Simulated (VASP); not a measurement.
# SnO (Pmmn) in VASP: notebook

The runs below take SnO through single point, with PBE.

All numbers are computed with VASP 6.6.1; they aren't measurements. Logs are shortened: lines on timing, memory, paths and dates and some standing lists are left out, and cuts for length are marked.

### Step 1. The cell of the first run

The structure is orthorhombic, space group Pmmn (No. 59). Conventional cell: a = 3.868 Å, b = 3.868 Å, c = 5.067 Å, α = 90.00°, β = 90.00°, γ = 90.00°. Within 2.9 Å of Sn (site symmetry mm2) lie 4 O at 2.20 to 2.31 Å. O (site symmetry mm2) has 4 Sn at 2.20 to 2.31 Å and 4 O at 2.74 Å within 2.9 Å.

### Step 2. Single point, PBE (atoms displaced along a vibrational mode)

Input file INCAR:

```
SYSTEM = SnO
PREC = Accurate ; ENCUT = 520
EDIFF = 1E-6 ; ISMEAR = 0
SIGMA = 0.05 ; LREAL = .FALSE.
LASPH = .TRUE. ; NELM = 60
ALGO = Normal ; ISIF = 2
LWAVE = .FALSE. ; LCHARG = .FALSE.
GGA = PE ; NBANDS = 28
```

Input file KPOINTS:

```
Automatic mesh
0
G
  10 10 8
  0 0 0
```

Input file POSCAR:

```
SnO
1.0
    3.8681707514      0.0000000000      0.0000000000
    0.0000000000      3.8681707514      0.0000000000
    0.0000000000      0.0000000000      5.0672768981
Sn O
2 2
Direct
    0.0000000000      0.5000000000      0.2287361932
    0.5000000000      0.0000000000      0.7712638068
    0.0000000000      0.0000000000      0.0207211885
    0.5000000000      0.5000000000     -0.0207211885
```

Potentials or basis: VASP PAW PBE potentials, release 64 (Sn_d, O).

On the command line:

```sh
$ cat potpaw_PBE.64/Sn_d/POTCAR potpaw_PBE.64/O/POTCAR > POTCAR
$ mpirun -np 1 vasp_std > vasp.out
```

OUTCAR:

```text
SYSTEM = SnO
   PREC = Accurate
   ENCUT = 520
   EDIFF = 1E-6
   ISMEAR = 0
   LREAL = .FALSE.
   LASPH = .TRUE.
   NELM = 60
   ISIF = 2
   GGA = PE

 ion  position               nearest neighbor table
   1  0.000  0.500  0.229-   3 2.20   3 2.20   4 2.31   4 2.31   2 3.59   2 3.59   2 3.59   2 3.59

   2  0.500  0.000  0.771-   4 2.20   4 2.20   3 2.31   3 2.31   1 3.59   1 3.59   1 3.59   1 3.59

   3  0.000  0.000  0.021-   1 2.20   1 2.20   2 2.31   2 2.31
   4  0.500  0.500  0.979-   2 2.20   2 2.20   1 2.31   1 2.31

  LATTYP: Found a simple tetragonal cell.
 ALAT       =     3.8681707514
 C/A-ratio  =     1.3099930752

  Lattice vectors:

 A1 = (   3.8681707514,   0.0000000000,   0.0000000000)
 A2 = (   0.0000000000,   3.8681707514,   0.0000000000)
 A3 = (   0.0000000000,   0.0000000000,   5.0672768981)

Analysis of symmetry for initial positions (statically):
=====================================================================
 Subroutine PRICEL returns:
 Original cell was already a primitive cell.

 Routine SETGRP: Setting up the symmetry group for a
 simple tetragonal supercell.

 Subroutine GETGRP returns: Found  8 space group operations
 (whereof  4 operations were pure point group operations)
 out of a pool of 16 trial point group operations.

The static configuration has the point symmetry C_2v.
 The point group associated with its full space group is D_2h.

Analysis of symmetry for dynamics (positions and initial velocities):
=====================================================================
 Subroutine PRICEL returns:
 Original cell was already a primitive cell.

 Routine SETGRP: Setting up the symmetry group for a
 simple tetragonal supercell.

 Subroutine GETGRP returns: Found  8 space group operations
 (whereof  4 operations were pure point group operations)
 out of a pool of 16 trial point group operations.

The dynamic configuration has the point symmetry C_2v.
 The point group associated with its full space group is D_2h.

 Subroutine INISYM returns: Found  8 space group operations
 (whereof  4 operations are pure point group operations),
 and found     1 'primitive' translations

----------------------------------------------------------------------------------------

                                     Primitive cell

  volume of cell :      75.8204

  direct lattice vectors                    reciprocal lattice vectors
     3.868170751  0.000000000  0.000000000     0.258520129  0.000000000  0.000000000
     0.000000000  3.868170751  0.000000000     0.000000000  0.258520129  0.000000000
     0.000000000  0.000000000  5.067276898     0.000000000  0.000000000  0.197344653

  length of vectors
     3.868170751  3.868170751  5.067276898     0.258520129  0.258520129  0.197344653

  position of ions in fractional coordinates (direct lattice)
     0.000000000  0.500000000  0.228736193
     0.500000000  0.000000000  0.771263807
     0.000000000  0.000000000  0.020721188
     0.500000000  0.500000000  0.979278812

  ion indices of the primitive-cell ions
   primitive index   ion index
                 1           1
                 2           2
                 3           3
                 4           4

----------------------------------------------------------------------------------------

 KPOINTS: Automatic mesh

Automatic generation of k-mesh.
 Grid dimensions read from file:
 generate k-points for:   10   10    8

 Generating k-lattice:

  Cartesian coordinates                     Fractional coordinates (reciprocal lattice)
     0.025852013  0.000000000  0.000000000     0.100000000  0.000000000  0.000000000
     0.000000000  0.025852013  0.000000000     0.000000000  0.100000000  0.000000000
     0.000000000  0.000000000  0.024668082     0.000000000  0.000000000  0.125000000

  Length of vectors
     0.025852013  0.025852013  0.024668082

  Shift w.r.t. Gamma in fractional coordinates (k-lattice)
     0.000000000  0.000000000  0.000000000

 Subroutine IBZKPT returns following result:
 ===========================================

 Found    180 irreducible k-points:

 Following reciprocal coordinates:
            Coordinates               Weight
  0.000000  0.000000  0.000000      1.000000
  0.100000  0.000000  0.000000      2.000000
  0.000000  0.100000  0.000000      2.000000
  0.200000  0.000000  0.000000      2.000000
  0.000000  0.200000  0.000000      2.000000
  0.300000  0.000000  0.000000      2.000000
[... 16 lines left out ...]
 -0.200000  0.300000  0.000000      4.000000
  0.400000  0.200000  0.000000      4.000000
 [... further k-points ...]
   k-points           NKPTS =    180   k-points in BZ     NKDIM =    180   number of bands    NBANDS=     28
   number of dos      NEDOS =    301   number of ions     NIONS =      4
   total plane-waves  NPLWV =  36000
   dimension x,y,z NGX =    30 NGY =   30 NGZ =   40
   dimension x,y,z NGXF=    60 NGYF=   60 NGZF=   80
   ions per type =               2   2
   NGX,Y,Z   is equivalent  to a cutoff of  12.89, 12.89, 13.12 a.u.
   NGXF,Y,Z  is equivalent  to a cutoff of  25.79, 25.79, 26.25 a.u.
 SYSTEM =  SnO
   PREC   = accura    normal or accurate (medium, high low for compatibility)
   ISTART =      0    job   : 0-new  1-cont  2-samecut
   ICHARG =      2    charge: 1-file 2-atom 10-const
   ISPIN  =      1    spin polarized calculation?
   LNONCOLLINEAR =      F non collinear calculations
   LSORBIT =      F    spin-orbit coupling
   LASPH  =      T    aspherical Exc in radial PAW
   ENCUT  =  520.0 eV  38.22 Ry    6.18 a.u.   7.19  7.19  9.42*2*pi/ulx,y,z
   NELM   =     60;   NELMIN=  2; NELMDL= -5     # of ELM steps
   EDIFF  = 0.1E-05   stopping-criterion for ELM
   LREAL  =      F    real-space projection
   EDIFFG = 0.1E-04   stopping-criterion for IOM
   NSW    =      0    number of steps for IOM
   IBRION =     -1    ionic relax: 0-MD 1-quasi-New 2-CG
   NFREE  =      0    steps in history (QN), initial steepest desc. (CG)
   ISIF   =      2    stress and relaxation
   ISYM   =      2    0-nonsym 1-usesym 2-fastsym
   POTIM  = 0.5000    time-step for ionic-motion
   TEBEG  =    0.0;   TEEND  =   0.0 temperature during run
   PSTRESS=    0.0 pullay stress
   NELECT =      40.0000    total number of electrons
   NUPDOWN=      -1.0000    fix difference up-down
   EMIN   =  10.00;   EMAX   =-10.00  energy-range for DOS
   EFERMI =   0.00;   METHOD = LEGACY
   ISMEAR =     0;   SIGMA  =   0.05  broadening in eV -4-tet -1-fermi 0-gaus
   EFERMI_NEDOS =   21; number of points for ismear=-14 and -15
   IALGO  =     38    algorithm
   IMIX   =      4    mixing-type and parameters
     AMIX     =   0.40;   BMIX     =  1.00
     AMIX_MAG =   1.60;   BMIX_MAG =  1.00
  volume/ion in A,a.u.               =      18.96       127.92
  Fermi-wavevector in a.u.,A,eV,Ry     =   1.322816  2.499760 23.808057  1.749843
  Thomas-Fermi vector in A             =   2.452470
   LORBIT       =      0    0 simple, 1 ext, 2 COOP (PROOUT), +10 PAW based schemes
   GGA     = PE    functional components
   LHFCALC =     F    Hartree Fock is set to
   AEXX    =    0.0000 exact exchange contribution
   IVDW    =     0    specifies the selected vdW correction
   LEPSILON=     F    determine dielectric tensor
   LRPA    =     F    only Hartree local field effects (RPA)
 non-spin polarized calculation
 Gauss-broadening in eV      SIGMA  =   0.05
  energy-cutoff  :      520.00
  volume of cell :       75.82
 maximum number of plane-waves:      2060
 NGX is ok and might be reduce to    30
   NGX = 15   NGY = 15   NGZ = 19

 number of electron      39.9999991 magnetization

 Free energy of the ion-electron system (eV)
  ---------------------------------------------------
  ext. energy  EPLUGINS =         0.00000000
  ---------------------------------------------------
  free energy    TOTEN  =       -22.65501486 eV

  energy without entropy =      -22.65501486  energy(sigma->0) =      -22.65501486

 E-fermi :   6.3819     XC(G=0):  -9.8232

 val. band max:        6.1307923793   @ k =   0.1000   0.0000   0.0000
 cond. band min:       6.6178483344   @ k =   0.5000   0.5000   0.0000
 fundamental gap:      0.4870559550
 Fermi energy:         6.3818816601

 k-point     1 :       0.0000    0.0000    0.0000
  band No.  band energies     occupation
      1     -15.6259      2.00000
      2     -15.2760      2.00000
      3     -15.2535      2.00000
      4     -15.2389      2.00000
      5     -15.2145      2.00000
      6     -15.2062      2.00000
[... 20 lines left out ...]
     27      12.9210      0.00000
     28      13.7890      0.00000

 k-point     2 :       0.1000    0.0000    0.0000
  band No.  band energies     occupation
      1     -15.6221      2.00000
      2     -15.2855      2.00000
      3     -15.2516      2.00000
      4     -15.2375      2.00000
      5     -15.2155      2.00000
      6     -15.2034      2.00000
[... 20 lines left out ...]
     27      13.4188      0.00000
     28      14.2682      0.00000

 k-point     3 :       0.0000    0.1000    0.0000
  band No.  band energies     occupation
      1     -15.6185      2.00000
      2     -15.2697      2.00000
      3     -15.2521      2.00000
      4     -15.2385      2.00000
      5     -15.2160      2.00000
      6     -15.2022      2.00000
[... 20 lines left out ...]
     27      13.0135      0.00000
     28      14.5671      0.00000

 k-point     4 :       0.2000    0.0000    0.0000
  band No.  band energies     occupation
      1     -15.6107      2.00000
      2     -15.3273      2.00000
      3     -15.2456      2.00000
      4     -15.2341      2.00000
      5     -15.2179      2.00000
      6     -15.2047      2.00000
[... 578 lines left out ...]
     27      14.2943      0.00000
     28      14.7937      0.00000

 k-point    23 :      -0.2000    0.3000    0.0000
  band No.  band energies     occupation
      1     -15.5664      2.00000
      2     -15.3999      2.00000
      3     -15.2454      2.00000
      4     -15.2337      2.00000
      5     -15.2220      2.00000
      6     -15.2186      2.00000
[... 20 lines left out ...]
     27      14.4070      0.00000
     28      14.6897      0.00000

 k-point    24 :       0.4000    0.2000    0.0000
  band No.  band energies     occupation
      1     -15.5581      2.00000
      2     -15.4800      2.00000
      3     -15.2353      2.00000
      4     -15.2298      2.00000
      5     -15.2174      2.00000
      6     -15.2110      2.00000
[... 20 lines left out ...]
     27      13.8936      0.00000
     28      14.4596      0.00000

 [... further k-points ...]
[... 5 lines left out ...]
  --------------------------------------------------------------------------------------
  -------------------------------------------------------------------------------------
  Total       -1.0589024      1.5622389      0.2280981      0.0000000      0.0000000      0.0000000
  in kB      -22.3759046     33.0120216      4.8199916      0.0000000      0.0000000      0.0000000
  external PRESSURE =       5.1520362 kB  Pullay stress =       0.0000000 kB

 VOLUME and BASIS-vectors are now :
 -----------------------------------------------------------------------------
  energy-cutoff  :      520.00
  volume of cell :       75.82
      direct lattice vectors                 reciprocal lattice vectors
     3.868170751  0.000000000  0.000000000     0.258520129  0.000000000  0.000000000
     0.000000000  3.868170751  0.000000000     0.000000000  0.258520129  0.000000000
     0.000000000  0.000000000  5.067276898     0.000000000  0.000000000  0.197344653

 POSITION                                       TOTAL-FORCE (eV/Angst)
 -----------------------------------------------------------------------------------
      0.00000      1.93409      1.15907         0.000000      0.000000      0.182790
      1.93409      0.00000      3.90821         0.000000      0.000000     -0.182790
      0.00000      0.00000      0.10500         0.000000      0.000000     -0.675898
      1.93409      1.93409      4.96228         0.000000      0.000000      0.675898
 -----------------------------------------------------------------------------------
    total drift:                                0.000000      0.000000      0.000000

  FREE ENERGIE OF THE ION-ELECTRON SYSTEM (eV)
  ---------------------------------------------------
  free  energy   TOTEN  =       -22.6550148595 eV

  energy  without entropy=      -22.6550148595  energy(sigma->0) =      -22.65501486
```

It took 5.4 min on 1 thread of Intel Xeon Platinum 8488C (Sapphire Rapids), shared host; peak memory 0.41 GiB.

What came out:

| Quantity | Value |
| --- | --- |
| Free energy | -22.6550 eV |
| Pressure | 0.5 GPa |
| Largest force | 0.676 eV/Å |
| Band gap on the k mesh | 0.49 eV (least direct gap 1.94 eV) |

Forces on the atoms (eV/Å):
```
Sn   0.000  0.000  0.183
Sn   0.000  0.000 -0.183
O    0.000  0.000 -0.676
O    0.000  0.000  0.676
```

Caveat: the cell differs from its parent crystal (atoms displaced along a vibrational mode); spin-orbit coupling is left out, which moves the levels of the heavy elements.

### Step 3. Single point, PBE (atoms displaced along a vibrational mode)

Input file INCAR:

```
ALGO     = Normal         # electronic algorithm
EDIFF    = 1E-7           # SCF threshold, eV
ENCUT    = 520            # plane-wave cutoff, eV
GGA      = PE             # functional
ISIF     = 2              # what is computed and relaxed
ISMEAR   = 0              # smearing method
LASPH    = T              # aspherical terms in the spheres
LCHARG   = F              # write CHGCAR
LREAL    = F              # projectors in reciprocal space
LWAVE    = F              # write WAVECAR
NBANDS   = 28             # bands
NELM     = 60             # most SCF steps
PREC     = Accurate       # precision mode
SIGMA    = 0.05           # smearing width, eV
```

Input file KPOINTS:

```
k-points
0
Gamma
  10 10 8
```

POSCAR: that of step 2 with these lines changed.

```diff
@@ -10,3 +10,3 @@
     0.5000000000      0.0000000000      0.7712638068
-    0.0000000000      0.0000000000      0.0207211885
-    0.5000000000      0.5000000000     -0.0207211885
+    0.0000000000      0.0000000000      0.0148008490
+    0.5000000000      0.5000000000     -0.0148008490
```

Potentials or basis: VASP PAW PBE potentials, release 64 (Sn_d, O).

On the command line:

```sh
$ cat potpaw_PBE.64/Sn_d/POTCAR potpaw_PBE.64/O/POTCAR > POTCAR
$ mpirun -np 1 vasp_std > vasp.out
```

It took 5.8 min on 1 thread of Intel Xeon Platinum 8488C (Sapphire Rapids), shared host; peak memory 0.4 GiB.

The run converged. Its results:

```
Free energy            : -22.6898 eV
Pressure               : 0.4 GPa
Largest force          : 0.483 eV/Å
Band gap on the k mesh : 0.49 eV (least direct gap 1.92 eV)
```

Forces on the atoms (eV/Å):
```
Sn   0.000  0.000  0.132
Sn   0.000  0.000 -0.132
O    0.000  0.000 -0.483
O    0.000  0.000  0.483
```

Stress tensor (GPa, compression positive):
```
-1.60  0.00  0.00
 0.00  2.34  0.00
 0.00  0.00  0.37
```

Levels at points of the mesh, in eV from the valence-band top:
```tsv
k point	band 16	band 17	band 18	band 19	band 20	band 21	band 22	band 23	band 24	band 25
(0.00, 0.00, 0.00)	-5.73	-3.18	-3.09	-2.73	-0.01	1.91	4.07	4.83	5.03	5.29
(0.50, 0.00, 0.00)	-4.75	-4.62	-4.62	-2.26	-2.26	2.71	2.71	5.66	5.66	6.22
(0.00, 0.50, 0.00)	-4.51	-4.34	-4.34	-2.36	-2.36	3.36	3.36	5.65	5.65	5.66
(0.50, 0.50, 0.00)	-4.74	-2.31	-2.31	-1.68	-1.68	0.49	0.49	4.59	4.59	6.81
(0.00, 0.00, 0.50)	-3.41	-3.23	-3.12	-2.73	-1.92	1.71	3.14	3.54	3.76	7.52
(0.50, 0.00, 0.50)	-5.16	-4.59	-4.59	-1.46	-1.46	2.35	2.35	5.84	5.84	6.05
(0.00, 0.50, 0.50)	-4.85	-4.31	-4.31	-1.60	-1.60	2.60	2.60	5.30	5.30	6.66
(0.50, 0.50, 0.50)	-5.08	-2.53	-2.53	-2.06	-2.06	2.56	2.56	3.80	3.80	5.50
```

Caveat: the cell differs from its parent crystal (atoms displaced along a vibrational mode); spin-orbit coupling is left out, which moves the levels of the heavy elements. A k mesh can miss the band edges.
